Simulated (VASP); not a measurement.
# Sr (P6_3/mmc) in VASP: a series of runs, part 2 of 2

VASP 6.6.1. The steps go on from the part before.

### Step 3. Electric field gradients, LDA (volume scaled by 0.99)

Input file INCAR:

```
SYSTEM = Sr
  PREC = Accurate
  ENCUT = 520
  EDIFF = 1E-8
  ISMEAR = -1
  SIGMA = 0.08
  LREAL = .False.
  LASPH = .True.
  NELM = 60
  ALGO = Normal
  ISIF = 2
  LWAVE = .False.
  LCHARG = .False.
  GGA = CA
  LEFG = .True.
  NBANDS = 17
```

Input file KPOINTS:

```
regular mesh
0
Gamma
  10 10 5
  0 0 0
```

Input file POSCAR:

```
Sr
1.0
    4.2955853966      0.0000000000      0.0000000000
   -2.1477926983      3.7200860775      0.0000000000
    0.0000000000      0.0000000000      7.0264212286
Sr
2
Direct
    0.3333333333      0.6666666667      0.2500000000
    0.6666666667      0.3333333333      0.7500000000
```

Potentials or basis: VASP PAW LDA potentials, release 64 (Sr_sv).

Command:

```console
$ cat potpaw_LDA.64/Sr_sv/POTCAR > POTCAR
$ mpirun -np 1 vasp_std > vasp.out
```

OUTCAR:

```text
SYSTEM = Sr
   PREC = Accurate
   ENCUT = 520
   EDIFF = 1E-8
   ISMEAR = -1
   LREAL = .False.
   LASPH = .True.
   NELM = 60
   ISIF = 2
   GGA = CA

 ion  position               nearest neighbor table
   1  0.333  0.667  0.250-   2 4.30   2 4.30   2 4.30   2 4.30   2 4.30   2 4.30
   2  0.667  0.333  0.750-   1 4.30   1 4.30   1 4.30   1 4.30   1 4.30   1 4.30

  LATTYP: Found a hexagonal cell.
 ALAT       =     4.2955853966
 C/A-ratio  =     1.6357307747

  Lattice vectors:

 A1 = (   4.2955853966,   0.0000000000,   0.0000000000)
 A2 = (  -2.1477926983,   3.7200860775,   0.0000000000)
 A3 = (   0.0000000000,   0.0000000000,   7.0264212286)

Analysis of symmetry for initial positions (statically):
=====================================================================
 Subroutine PRICEL returns:
 Original cell was already a primitive cell.

 Routine SETGRP: Setting up the symmetry group for a
 hexagonal supercell.

 Subroutine GETGRP returns: Found 24 space group operations
 (whereof 12 operations were pure point group operations)
 out of a pool of 24 trial point group operations.

The static configuration has the point symmetry D_3d.
 The point group associated with its full space group is D_6h.

Analysis of symmetry for dynamics (positions and initial velocities):
=====================================================================
 Subroutine PRICEL returns:
 Original cell was already a primitive cell.

 Routine SETGRP: Setting up the symmetry group for a
 hexagonal supercell.

 Subroutine GETGRP returns: Found 24 space group operations
[... 154 lines left out ...]
 val. band max:        1.3339589434   @ k =   0.3000   0.3000   0.0000
 cond. band min:       1.3584283369   @ k =   0.3000   0.3000   0.0000
 fundamental gap:      0.0244693935
 Fermi energy:         1.3558130806

 k-point     1 :       0.0000    0.0000    0.0000
  band No.  band energies     occupation
      1     -35.1429      2.00000
      2     -35.1300      2.00000
      3     -17.3143      2.00000
      4     -17.1563      2.00000
      5     -17.1563      2.00000
      6     -17.1307      2.00000
[... 457 lines left out ...]
      4     -17.2766      2.00000
      5     -17.2192      2.00000
      6     -17.1985      2.00000
[... 9 lines left out ...]
     16       5.0288      0.00000
     17       5.3312      0.00000

 [... further k-points ...]
[... 5 lines left out ...]
  --------------------------------------------------------------------------------------
  -------------------------------------------------------------------------------------
  Total       -1.0490502     -1.0490502     -1.0154249      0.0000000      0.0000000      0.0000000
  in kB      -14.9691557    -14.9691557    -14.4893484      0.0000000      0.0000000      0.0000000
  external PRESSURE =     -14.8092199 kB  Pullay stress =       0.0000000 kB

 VOLUME and BASIS-vectors are now :
 -----------------------------------------------------------------------------
  energy-cutoff  :      520.00
  volume of cell :      112.28
      direct lattice vectors                 reciprocal lattice vectors
     4.295585397  0.000000000  0.000000000     0.232797141  0.134405492  0.000000000
    -2.147792698  3.720086077  0.000000000     0.000000000  0.268810984  0.000000000
     0.000000000  0.000000000  7.026421229     0.000000000  0.000000000  0.142319962

 POSITION                                       TOTAL-FORCE (eV/Angst)
 -----------------------------------------------------------------------------------
     -0.00000      2.48006      1.75661         0.000000     -0.000000      0.000000
      2.14779      1.24003      5.26982        -0.000000      0.000000      0.000000
 -----------------------------------------------------------------------------------
    total drift:                                0.000000     -0.000000      0.000000

  FREE ENERGIE OF THE ION-ELECTRON SYSTEM (eV)
  ---------------------------------------------------
  free  energy   TOTEN  =        -3.7344062624 eV

  energy  without entropy=       -3.6746271884  energy(sigma->0) =       -3.70451673

 Electric field gradients (V/A^2)
---------------------------------------------------------------------
 ion       V_xx      V_yy      V_zz      V_xy      V_xz      V_yz
---------------------------------------------------------------------
   1       1.254     1.254    -2.508     0.000    -0.000     0.000
   2       1.254     1.254    -2.508     0.000     0.000    -0.000
---------------------------------------------------------------------

 Electric field gradients after diagonalization (V/A^2)
 (convention: |V_zz| > |V_xx| > |V_yy|)
----------------------------------------------------------------------
 ion       V_xx      V_yy      V_zz     asymmetry (V_yy - V_xx)/ V_zz
----------------------------------------------------------------------
   1       1.254     1.254    -2.508       0.000
   2       1.254     1.254    -2.508       0.000
----------------------------------------------------------------------

           NMR quadrupolar parameters

 Cq : quadrupolar parameter    Cq=e*Q*V_zz/h
 eta: asymmetry parameters     (V_yy - V_xx)/ V_zz
 Q  : nuclear electric quadrupole moment in mb (millibarn)
----------------------------------------------------------------------
 ion       Cq(MHz)       eta       Q (mb)
----------------------------------------------------------------------
   1      -0.006       0.000       1.000
   2      -0.006       0.000       1.000
----------------------------------------------------------------------
```

stdout:

```text
POSCAR found type information on POSCAR Sr
 POSCAR found :  1 types and       2 ions
 scaLAPACK will be used
 LDA part: xc-table for (Slater(with rela. corr.)+CA(PZ))
 , standard interpolation
 POSCAR, INCAR and KPOINTS ok, starting setup
 FFT: planning ... GRIDC
 FFT: planning ... GRID_SOFT
 FFT: planning ... GRID
 WAVECAR not read
 entering main loop
ion   1

ion   2
```

Wall time 2.2 min (1 thread of Oxide Virtual Turin-like, shared host); peak memory 0.18 GiB.

Results:

* Free energy: -3.7344 eV
* Pressure: -1.5 GPa
* Band gap on the k mesh: zero (band 10 reaches 1.48 eV, above the bottom of band 11 at 1.36 eV)

Levels at points of the mesh, in eV from the Fermi level:
| k point | band 7 | band 8 | band 9 | band 10 | band 11 | band 12 | band 13 | band 14 |
| --- | --- | --- | --- | --- | --- | --- | --- | --- |
| (0.00, 0.00, 0.00) | -18.49 | -18.48 | -3.64 | -1.18 | 0.09 | 2.17 | 2.19 | 2.19 |
| (0.50, 0.00, 0.00) | -18.53 | -18.51 | -1.15 | -0.53 | 0.07 | 0.23 | 1.27 | 1.81 |

Electric field gradients, principal values (V/Å²):
```tsv
atom	least	middle	greatest (by size)
1 Sr	1.254	1.254	-2.508
2 Sr	1.254	1.254	-2.508
```

Caveat: without QUAD_EFG the Cq values of the log hold for a quadrupole moment of 1 mb, not for the nuclei.

### Step 4. Electric field gradients, LDA (volume scaled by 1.02)

Input file INCAR:

```
  PREC = Accurate
  ENCUT = 520
  EDIFF = 1E-8
  ISMEAR = -1
  SIGMA = 0.08
  LREAL = F
  LASPH = T
  NELM = 80
  ALGO = Normal
  ISIF = 2
  LWAVE = F
  LCHARG = F
  GGA = CA
  LEFG = T
  NBANDS = 17
```

Input file KPOINTS:

```
Automatic mesh
0
Gamma
  10 10 5
```

Input file POSCAR:

```
Sr
1.0
    4.3385441004      0.0000000000      0.0000000000
   -2.1692720502      3.7572894063      0.0000000000
    0.0000000000      0.0000000000      7.0966901024
Sr
2
Direct
    0.3333333333      0.6666666667      0.2500000000
    0.6666666667      0.3333333333      0.7500000000
```

Potentials or basis: VASP PAW LDA potentials, release 64 (Sr_sv).

Command:

```console
$ cat potpaw_LDA.64/Sr_sv/POTCAR > POTCAR
$ mpirun -np 1 vasp_std > vasp.out
```

OUTCAR:

```text
PREC = Accurate
   ENCUT = 520
   EDIFF = 1E-8
   ISMEAR = -1
   LREAL = F
   LASPH = T
   NELM = 80
   ISIF = 2
   GGA = CA

 ion  position               nearest neighbor table
   1  0.333  0.667  0.250-   2 4.34   2 4.34   2 4.34   2 4.34   2 4.34   2 4.34
   2  0.667  0.333  0.750-   1 4.34   1 4.34   1 4.34   1 4.34   1 4.34   1 4.34

  LATTYP: Found a hexagonal cell.
 ALAT       =     4.3385441004
 C/A-ratio  =     1.6357307747

  Lattice vectors:

[... 693 lines left out ...]

  FREE ENERGIE OF THE ION-ELECTRON SYSTEM (eV)
  ---------------------------------------------------
  free  energy   TOTEN  =        -3.7006203149 eV

  energy  without entropy=       -3.6405455358  energy(sigma->0) =       -3.67058293

 Electric field gradients (V/A^2)
---------------------------------------------------------------------
 ion       V_xx      V_yy      V_zz      V_xy      V_xz      V_yz
---------------------------------------------------------------------
   1       1.329     1.329    -2.659     0.000     0.000    -0.000
   2       1.329     1.329    -2.659     0.000    -0.000     0.000
---------------------------------------------------------------------

 Electric field gradients after diagonalization (V/A^2)
 (convention: |V_zz| > |V_xx| > |V_yy|)
----------------------------------------------------------------------
 ion       V_xx      V_yy      V_zz     asymmetry (V_yy - V_xx)/ V_zz
----------------------------------------------------------------------
   1       1.329     1.329    -2.659       0.000
   2       1.329     1.329    -2.659       0.000
----------------------------------------------------------------------

           NMR quadrupolar parameters

 Cq : quadrupolar parameter    Cq=e*Q*V_zz/h
 eta: asymmetry parameters     (V_yy - V_xx)/ V_zz
 Q  : nuclear electric quadrupole moment in mb (millibarn)
----------------------------------------------------------------------
 ion       Cq(MHz)       eta       Q (mb)
----------------------------------------------------------------------
   1      -0.006       0.000       1.000
   2      -0.006       0.000       1.000
----------------------------------------------------------------------
```

OSZICAR:

```text
N       E                     dE             d eps       ncg     rms          rms(c)
DAV:   1     0.106735178915E+03    0.10674E+03   -0.93205E+03  1428   0.981E+02
DAV:   2     0.450189130178E+01   -0.10223E+03   -0.10072E+03  1864   0.230E+02
DAV:   3    -0.353034343509E+01   -0.80322E+01   -0.80125E+01  2603   0.459E+01
DAV:   4    -0.369798970672E+01   -0.16765E+00   -0.16719E+00  1942   0.626E+00
DAV:   5    -0.370264454472E+01   -0.46548E-02   -0.46541E-02  2346   0.733E-01    0.153E+01
DAV:   6    -0.370154352461E+01    0.11010E-02   -0.13088E-02  1895   0.125E+00    0.857E+00
DAV:   7    -0.370060761032E+01    0.93591E-03   -0.21450E-02  1786   0.156E+00    0.436E-01
DAV:   8    -0.370055579337E+01    0.51817E-04   -0.34686E-03  2424   0.287E-01    0.146E-01
DAV:   9    -0.370060513887E+01   -0.49345E-04   -0.13139E-04  2015   0.579E-02    0.480E-02
DAV:  10    -0.370061981385E+01   -0.14675E-04   -0.14648E-05  1967   0.282E-02    0.933E-03
DAV:  11    -0.370062019895E+01   -0.38510E-06   -0.60587E-07  2271   0.477E-03    0.179E-03
DAV:  12    -0.370062031415E+01   -0.11520E-06   -0.29112E-07  2318   0.235E-03    0.122E-03
DAV:  13    -0.370062031490E+01   -0.74556E-09   -0.11620E-08  1551   0.603E-04
   1 F= -.37006203E+01 E0= -.36705829E+01  d E =-.600748E-01
```

It took 2.1 min on 1 thread of Oxide Virtual Turin-like, shared host; peak memory 0.18 GiB.

Results:

```yaml
Free_energy: -3.7006 eV
Pressure: -1.7 GPa
Band_gap_on_the_k_mesh: zero (band 10 reaches 1.38 eV, above the bottom of band 11 at 1.26 eV)
```

Levels at points of the mesh, in eV from the Fermi level:
```tsv
k point	band 7	band 8	band 9	band 10	band 11	band 12	band 13	band 14
(0.00, 0.00, 0.00)	-18.55	-18.55	-3.59	-1.16	0.06	2.14	2.15	2.15
(0.50, 0.00, 0.00)	-18.59	-18.58	-1.14	-0.53	0.09	0.23	1.24	1.77
```

Electric field gradients, principal values (V/Å²):
```
atom  least  middle  greatest (by size)
1 Sr  1.329   1.329              -2.659
2 Sr  1.329   1.329              -2.659
```

Caveat: without QUAD_EFG the Cq values of the log hold for a quadrupole moment of 1 mb, not for the nuclei.
